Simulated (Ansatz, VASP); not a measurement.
Two plane-wave programs on ScSi4O

The input INCAR:

```
  PREC = Accurate
  ENCUT = 520
  EDIFF = 1E-7
  ISMEAR = 0
  SIGMA = 0.1
  LREAL = F
  LASPH = T
  NELM = 60
  ALGO = Normal
  ISIF = 2
  LWAVE = F
  LCHARG = F
  GGA = PE
  NBANDS = 26
```

File KPOINTS:

```
Automatic mesh
0
Gamma
  4 4 4
```

Contents of POSCAR:

```
ScSi4O
1.0
    0.0000000000      3.6236989400      3.6236989400
    3.6236989400      0.0000000000      3.6236989400
    3.6236989400      3.6236989400      0.0000000000
Sc Si O
1 4 1
Direct
    0.2500000000      0.2500000000      0.2500000000
    0.6248469700      0.1254591000      0.6248469700
    0.6248469700      0.6248469700      0.1254591000
    0.6248469700      0.6248469700      0.6248469700
    0.1254591000      0.6248469700      0.6248469700
    0.0000000000      0.0000000000      0.0000000000
```

Input for Ansatz:

```yaml
crystal:
  lattice:
    - [0.0, 3.62369894, 3.62369894]
    - [3.62369894, 0.0, 3.62369894]
    - [3.62369894, 3.62369894, 0.0]
  atoms:
    - { symbol: Sc, position: [0.25, 0.25, 0.25] }
    - { symbol: Si, position: [0.62484697, 0.1254591, 0.62484697] }
    - { symbol: Si, position: [0.62484697, 0.62484697, 0.1254591] }
    - { symbol: Si, position: [0.62484697, 0.62484697, 0.62484697] }
    - { symbol: Si, position: [0.1254591, 0.62484697, 0.62484697] }
    - { symbol: O, position: [0.0, 0.0, 0.0] }
basis:
  ecutwfc: 420
kpoints:
  mp_grid: { grid: [4, 4, 4] }
hamiltonian:
  xc: pbe
scf:
  occupations: { method: gaussian, width: 0.1 }
  lower_state_search: "off"
output:
  forces: true
  stress: true
  eigenvalues: true
```

Change from the starting cell: species swapped into the LaPrAl4 type (F-43m, No. 216).

Alike in both runs: task single point; functional PBE; k mesh 4 × 4 × 4; occupations gaussian, width 0.1 eV; no spin polarisation.

```csv
,VASP,Ansatz
version,VASP 6.6.1,Ansatz 0.2.0
potentials or method,"VASP PAW PBE potentials, release 64 (Sc_sv, Si, O), cutoff 520 eV","scalar-relativistic, plane waves, PAW"
valence electrons in the cell,33,33
```

VASP gave:

* gap on the k mesh at the Fermi level (eV): none
* pressure (GPa): -9.1
* rms of the force components (eV/Å): 0.263

Q: Which values does Ansatz return?

A: gap on the k mesh at the Fermi level (eV): none; pressure (GPa): -9.1; rms of the force components (eV/Å): 0.264.

Atom by atom the forces differ by 0.001 eV/Å (rms over components). A gap of «none» marks a metal or a gap that the smearing closes.

The k mesh is coarse, so the values compare programs but aren't converged.
